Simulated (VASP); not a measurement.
# Se (R-3m) in VASP: relaxation of cell and atoms with PBEsol

Aim: the relaxation of cell and atoms of Se with PBEsol.

All numbers are computed with VASP 6.6.1; they aren't measurements. Logs are shortened: lines on timing, memory, paths and dates and some standing lists are left out, and cuts for length are marked.

## 1. The cell of the first run

The structure is trigonal, space group R-3m (No. 166). Conventional cell: a = 4.095 Å, b = 4.095 Å, c = 11.391 Å, α = 90.00°, β = 90.00°, γ = 120.00°. Within 3.6 Å of Se (site symmetry 3m) lie 6 Se at 2.74 to 3.38 Å.

## 2. Relaxation of cell and atoms, PBEsol

File INCAR:

```
SYSTEM = Se
ALGO     = Normal         ! electronic algorithm
EDIFF    = 1E-7           ! SCF threshold, eV
EDIFFG   = -0.04          ! ionic threshold
ENCUT    = 600            ! plane-wave cutoff, eV
GGA      = PS             ! functional
IBRION   = 2              ! ionic algorithm
ISIF     = 3              ! what is computed and relaxed
ISMEAR   = 0              ! smearing method
LASPH    = .True.         ! aspherical terms in the spheres
LCHARG   = .False.        ! write CHGCAR
LREAL    = .False.        ! projectors in reciprocal space
LWAVE    = .False.        ! write WAVECAR
NELM     = 60             ! most SCF steps
NSW      = 90             ! ionic steps
PREC     = Accurate       ! precision mode
SIGMA    = 0.1            ! smearing width, eV
```

File KPOINTS:

```
k-points
0
Gamma
  6 6 6
  0 0 0
```

File POSCAR:

```
Se
1.0
    2.0475102732      1.1821306074      3.7968623193
   -2.0475102732      1.1821306074      3.7968623193
    0.0000000000     -2.3642612148      3.7968623193
Se
2
Direct
    0.2275400000      0.2275400000      0.2275400000
    0.7724600000      0.7724600000      0.7724600000
```

Potentials or basis: VASP PAW PBE potentials, release 64 (Se).

Launch:

```sh
$ cat potpaw_PBE.64/Se/POTCAR > POTCAR
$ mpirun -np 1 vasp_std > vasp.out
```

OUTCAR:

```text
SYSTEM = Se
   EDIFF = 1E-7
   EDIFFG = -0.04
   ENCUT = 600
   GGA = PS
   IBRION = 2
   ISIF = 3
   ISMEAR = 0
   LASPH = .True.
   LREAL = .False.
   NELM = 60
   NSW = 90
   PREC = Accurate

 ion  position               nearest neighbor table
   1  0.228  0.228  0.228-   2 2.74   2 2.74   2 2.74
   2  0.772  0.772  0.772-   1 2.74   1 2.74   1 2.74

  LATTYP: Found a trigonal (rhomboedric) cell.
 ALAT       =     4.4727949387
 COS(alpha) =     0.5808936906

  Lattice vectors:

 A1 = (   2.0475102732,   1.1821306074,   3.7968623193)
 A2 = (  -2.0475102732,   1.1821306074,   3.7968623193)
 A3 = (   0.0000000000,  -2.3642612148,   3.7968623193)

Analysis of symmetry for initial positions (statically):
=====================================================================
 Subroutine PRICEL returns:
 Original cell was already a primitive cell.

 Routine SETGRP: Setting up the symmetry group for a
 trigonal (rhombohedral) supercell.

 Subroutine GETGRP returns: Found 12 space group operations
 (whereof 12 operations were pure point group operations)
 out of a pool of 12 trial point group operations.

The static configuration has the point symmetry D_3d.

Analysis of symmetry for dynamics (positions and initial velocities):
=====================================================================
 Subroutine PRICEL returns:
 Original cell was already a primitive cell.

 Routine SETGRP: Setting up the symmetry group for a
 trigonal (rhombohedral) supercell.

 Subroutine GETGRP returns: Found 12 space group operations
 (whereof 12 operations were pure point group operations)
 out of a pool of 12 trial point group operations.

The dynamic configuration has the point symmetry D_3d.

 Subroutine INISYM returns: Found 12 space group operations
 (whereof 12 operations are pure point group operations),
 and found     1 'primitive' translations

----------------------------------------------------------------------------------------

                                     Primitive cell

  volume of cell :      55.1401

  direct lattice vectors                    reciprocal lattice vectors
     2.047510273  1.182130607  3.796862319     0.244199019  0.140988369  0.087791788
    -2.047510273  1.182130607  3.796862319    -0.244199019  0.140988369  0.087791788
     0.000000000 -2.364261215  3.796862319     0.000000000 -0.281976739  0.087791788

  length of vectors
     4.472794939  4.472794939  4.472794939     0.295327410  0.295327410  0.295327410

  position of ions in fractional coordinates (direct lattice)
     0.227540000  0.227540000  0.227540000
     0.772460000  0.772460000  0.772460000

[... 79 lines left out ...]
   NSW    =     90    number of steps for IOM
   IBRION =      2    ionic relax: 0-MD 1-quasi-New 2-CG
   NFREE  =      1    steps in history (QN), initial steepest desc. (CG)
   ISIF   =      3    stress and relaxation
   ISYM   =      2    0-nonsym 1-usesym 2-fastsym
   POTIM  = 0.5000    time-step for ionic-motion
   TEBEG  =    0.0;   TEEND  =   0.0 temperature during run
   PSTRESS=    0.0 pullay stress
   NELECT =      12.0000    total number of electrons
   NUPDOWN=      -1.0000    fix difference up-down
   EMIN   =  10.00;   EMAX   =-10.00  energy-range for DOS
   EFERMI =   0.00;   METHOD = LEGACY
   ISMEAR =     0;   SIGMA  =   0.10  broadening in eV -4-tet -1-fermi 0-gaus
   EFERMI_NEDOS =   21; number of points for ismear=-14 and -15
   IALGO  =     38    algorithm
   IMIX   =      4    mixing-type and parameters
     AMIX     =   0.40;   BMIX     =  1.00
     AMIX_MAG =   1.60;   BMIX_MAG =  1.00
  volume/ion in A,a.u.               =      27.57       186.05
  Fermi-wavevector in a.u.,A,eV,Ry     =   0.984720  1.860851 13.193205  0.969673
  Thomas-Fermi vector in A             =   2.115974
   LORBIT       =      0    0 simple, 1 ext, 2 COOP (PROOUT), +10 PAW based schemes
   GGA     = PS    functional components
   LHFCALC =     F    Hartree Fock is set to
   AEXX    =    0.0000 exact exchange contribution
   IVDW    =     0    specifies the selected vdW correction
   LEPSILON=     F    determine dielectric tensor
   LRPA    =     F    only Hartree local field effects (RPA)
 conjugate gradient relaxation of ions
 non-spin polarized calculation
 Gauss-broadening in eV      SIGMA  =   0.10
  energy-cutoff  :      600.00
  volume of cell :       55.14
 maximum number of plane-waves:      1864
   NGX = 17   NGY = 17   NGZ = 17

--------------------------------------- Ionic step        1  -------------------------------------------

 number of electron      12.0000000 magnetization

 Free energy of the ion-electron system (eV)
  ---------------------------------------------------
  ext. energy  EPLUGINS =         0.00000000
  ---------------------------------------------------
  free energy    TOTEN  =        -6.73027690 eV

  energy without entropy =       -6.72342457  energy(sigma->0) =       -6.72685074

------------------------ aborting loop because EDIFF is reached ----------------------------------------

  FORCE on cell =-STRESS in cart. coord.  units (eV):
  Direction    XX          YY          ZZ          XY          YZ          ZX
  --------------------------------------------------------------------------------------
  -------------------------------------------------------------------------------------
  Total       -1.5527522     -1.5527522     -3.4029062     -0.0000000     -0.0000000      0.0000000
  in kB      -45.1175064    -45.1175064    -98.8764600     -0.0000000     -0.0000000      0.0000000
  external PRESSURE =     -63.0371576 kB  Pullay stress =       0.0000000 kB
[... 722 lines left out ...]
 k-point    24 :      -0.3333    0.5000    0.1667
  band No.  band energies     occupation
      1      -8.6123      2.00000
      2      -7.5487      2.00000
      3      -1.8240      2.00000
      4      -0.8262      2.00000
      5       1.6191      2.00000
      6       5.3554      0.00782
      7       8.5139      0.00000
      8       9.1845      0.00000
      9       9.4804      0.00000
     10      13.5125      0.00000

 [... further k-points ...]

[... ionic steps 4 to 12 ...]

--------------------------------------- Ionic step       13  -------------------------------------------

 number of electron      12.0000000 magnetization

------------------------ aborting loop because EDIFF is reached ----------------------------------------
[... 67 lines left out ...]
--------------------------------------- Ionic step       15  -------------------------------------------

 number of electron      12.0000000 magnetization

 Free energy of the ion-electron system (eV)
  ---------------------------------------------------
  ext. energy  EPLUGINS =         0.00000000
  ---------------------------------------------------
  free energy    TOTEN  =        -7.51310182 eV

  energy without entropy =       -7.51080976  energy(sigma->0) =       -7.51195579

 E-fermi :   5.0619     XC(G=0): -10.2829

 val. band max:        4.9849957839   @ k =  -0.3333   0.1667   0.1667
 cond. band min:       5.1292425148   @ k =  -0.3333   0.1667   0.1667
 fundamental gap:      0.1442467309
 Fermi energy:         5.0618787694
[... 341 lines left out ...]
  FREE ENERGIE OF THE ION-ELECTRON SYSTEM (eV)
  ---------------------------------------------------
  free  energy   TOTEN  =        -7.5131018180 eV

  energy  without entropy=       -7.5108097637  energy(sigma->0) =       -7.51195579

 reached required accuracy - stopping structural energy minimisation
```

OSZICAR:

```text
N       E                     dE             d eps       ncg     rms          rms(c)
DAV:   1     0.594602150678E+02    0.59460E+02   -0.55567E+03   640   0.112E+03
DAV:   2    -0.371153908028E+01   -0.63172E+02   -0.61290E+02   974   0.157E+02
DAV:   3    -0.671079657589E+01   -0.29993E+01   -0.29667E+01   792   0.414E+01
[... 130 lines left out ...]
DAV:   1    -0.751314803141E+01   -0.40832E-03   -0.16861E-02   694   0.891E-01    0.687E-02
DAV:   2    -0.751312895795E+01    0.19073E-04   -0.46002E-04   686   0.155E-01    0.378E-02
DAV:   3    -0.751310132439E+01    0.27634E-04   -0.63979E-05   706   0.511E-02    0.528E-03
DAV:   4    -0.751310171939E+01   -0.39500E-06   -0.16452E-06   682   0.990E-03    0.354E-03
DAV:   5    -0.751310181799E+01   -0.98600E-07   -0.95160E-08   388   0.273E-03
  15 F= -.75131018E+01 E0= -.75119558E+01  d E =-.362037E-03
```

CONTCAR:

```text
Se
   1.00000000000000
     2.0076844176511512    1.1591371389782084    3.0951230102831051
    -2.0076844176511512    1.1591371389782084    3.0951230102831051
    -0.0000000000000000   -2.3182742779564167    3.0951230102831051
  Se
     2
Direct
     0.2503547838466699    0.2503547838466699    0.2503547838466699
     0.7496452161533299    0.7496452161533299    0.7496452161533299

  0.00000000E+00  0.00000000E+00  0.00000000E+00
  0.00000000E+00  0.00000000E+00  0.00000000E+00
```

Wall time 2.3 min (1 thread of AMD EPYC 9R45 (Zen 5), shared host); peak memory 0.18 GiB.

What came out:

| Item | Value |
| --- | --- |
| Free energy | -7.5131 eV |
| Relaxed volume | 21.61 Å³/atom |
| Relaxed cell | a = 3.867 Å, b = 3.867 Å, c = 3.867 Å, α = 62.55°, β = 62.55°, γ = 62.55° |
| Space group after relaxing (to 0.1 Å) | R-3m (No. 166) |
| Energy gained by relaxing | 391.4 meV/atom |
| Ionic steps | 15 |
| Pressure after relaxing | -0.1 GPa |
| Largest force after relaxing | 0.033 eV/Å |
| Band gap on the k mesh | zero (bands 6 and 7 overlap by 4.87 eV) |

Forces on the atoms (eV/Å):
```
Se   0.000  0.000 -0.033
Se   0.000  0.000  0.033
```

Step by step:
```
step  energy change (eV)  largest force (eV/Å)  pressure (GPa)  volume (Å³)
   1              0.0000                0.4420           -6.30        55.14
   2             -0.2884                1.5842            0.40        46.89
   3             -0.3061                1.8542            3.36        44.87
   4             -0.4855                1.6931            4.93        42.77
   5             -0.5678                0.7181           13.35        38.26
   6             -0.5981                1.2033            9.53        39.78
   7             -0.7644                0.3840            1.25        42.61
   8             -0.7728                0.2008           -0.74        43.55
   9             -0.7728                0.2143           -0.59        43.47
  10             -0.7770                0.1553           -0.28        43.30
  11             -0.7813                0.0139            0.46        42.92
  12             -0.7813                0.0033            0.55        42.87
  13             -0.7824                0.0341            0.02        43.16
  14             -0.7825                0.0436           -0.14        43.25
  15             -0.7828                0.0334           -0.06        43.22
```

Final structure:
```yaml
crystal:
  lattice:
    - [2.00768, 1.15914, 3.09512]
    - [-2.00768, 1.15914, 3.09512]
    - [0.00000, -2.31827, 3.09512]
  atoms:
    - { symbol: Se, position: [0.25035, 0.25035, 0.25035] }
    - { symbol: Se, position: [0.74965, 0.74965, 0.74965] }
```

Caveat: the volume moved by over 15 % at a fixed basis, so the end points are rough; the PAW data sets were made with another functional, which shifts forces and pressure a little.
